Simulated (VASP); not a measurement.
Input of a VASP 6.6.1 run:

The input INCAR:

```
PREC = Accurate ; ENCUT = 520
EDIFF = 1E-6 ; ISMEAR = -1
SIGMA = 0.05 ; LREAL = F
LASPH = T ; NELM = 80
ALGO = Normal ; ISIF = 2
LWAVE = F ; LCHARG = F
GGA = PS ; NBANDS = 25
```

File KPOINTS:

```
regular mesh
0
Gamma
  7 7 9
```

The input POSCAR:

```
Ti
1.0
    4.2376328291      0.0000000000      0.0000000000
   -2.1188164145      3.6698976819      0.0000000000
    0.0000000000      0.0000000000      2.6463910371
Ti
3
Direct
    0.6666666667      0.3333333333      0.5000000000
    0.3333333333      0.6666666667      0.5000000000
    0.0000000000      0.0000000000      0.0000000000
```

Potentials or basis: VASP PAW PBE potentials, release 64 (Ti_sv).

The run is started by

```sh
$ cat potpaw_PBE.64/Ti_sv/POTCAR > POTCAR
$ mpirun -np 1 vasp_std > vasp.out
```

**Question.** What does it give for the pressure?

**Answer.** 29.5 GPa.

**Question.** Predict the band gap on the k mesh.

**Answer.** Zero (bands 18 and 19 overlap by 0.48 eV).

Caveat: the cell stands under pressure; the PAW data sets were made with another functional, which shifts forces and pressure a little.
